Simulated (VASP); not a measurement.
Here is a VASP 6.6.1 calculation.

INCAR

```
PREC     = Accurate       # precision mode
ENCUT    = 520            # plane-wave cutoff, eV
EDIFF    = 1E-8           # SCF threshold, eV
ISMEAR   = -1             # smearing method
SIGMA    = 0.01           # smearing width, eV
LREAL    = F              # projectors in reciprocal space
LASPH    = T              # aspherical terms in the spheres
NELM     = 100            # most SCF steps
ALGO     = Normal         # electronic algorithm
ISIF     = 2              # what is computed and relaxed
LWAVE    = F              # write WAVECAR
LCHARG   = F              # write CHGCAR
GGA      = CA             # functional
LEFG     = T            
NBANDS   = 17             # bands
```

The input KPOINTS:

```
Automatic mesh
0
Gamma
  8 8 8
```

POSCAR

```
PbS
1.0
    0.0593000000      2.9946500000      2.9946500000
    2.9946500000      0.0593000000      2.9946500000
    2.9946500000      2.9946500000      0.0593000000
Pb S
1 1
Direct
    0.0000000000      0.0000000000      0.0000000000
    0.5000000000      0.5000000000      0.5000000000
```

Potentials or basis: VASP PAW LDA potentials, release 64 (Pb_d, S).

Run with:

```bash
$ cat potpaw_LDA.64/Pb_d/POTCAR potpaw_LDA.64/S/POTCAR > POTCAR
$ mpirun -np 1 vasp_std > vasp.out
```

Problem. Predict the pressure.

Solution. -2.5 GPa.

Problem. What does it give for the band gap on the k mesh?

Solution. 0.02 eV (least direct gap 0.18 eV).

Electric field gradients, principal values (V/Å²):
| atom | least | middle | greatest (by size) |
| --- | --- | --- | --- |
| 1 Pb | 1.750 | 1.750 | -3.500 |
| 2 S | -3.232 | -3.232 | 6.463 |

Caveat: the cell differs from its parent crystal (equal xy, yz and zx shear strains of +2 %); without QUAD_EFG the Cq values of the log hold for a quadrupole moment of 1 mb, not for the nuclei; spin-orbit coupling is left out, which moves the levels of the heavy elements. A k mesh can miss the band edges.
